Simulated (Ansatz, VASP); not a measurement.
**Two plane-wave programs on AlAs**

```
Al As
1.0
     0.00000    2.83050    2.83050
     2.83050    0.00000    2.83050
     2.83050    2.83050    0.00000
Al As
1 1
Direct
  0.00000 0.00000 0.00000
  0.25000 0.25000 0.25000
```

Alike in both runs: task single point; functional PBEsol; k mesh 6 × 6 × 6; occupations gaussian, width 0.1 eV; no spin polarisation.

```csv
,VASP,Ansatz
version,VASP 6.6.1,Ansatz 0.2.0
potentials or method,"VASP PAW PBE potentials, release 64 (Al, As), cutoff 500 eV","scalar-relativistic, plane waves, PAW"
valence electrons in the cell,8,18
```

```tsv
	VASP	Ansatz	Ansatz less VASP
gap on the k mesh at the Fermi level (eV)	1.31	1.33	+0.012
least direct gap on the mesh (eV)	1.98	1.96	-0.015
pressure (GPa)	0.8	0.5	-0.29
```

VASP's potentials were made for PBE, not for PBEsol, and Ansatz warns of the same on its side. VASP's potentials hold 8 valence electrons a cell and Ansatz's 18, so a difference there can come from the potentials and not from the codes.
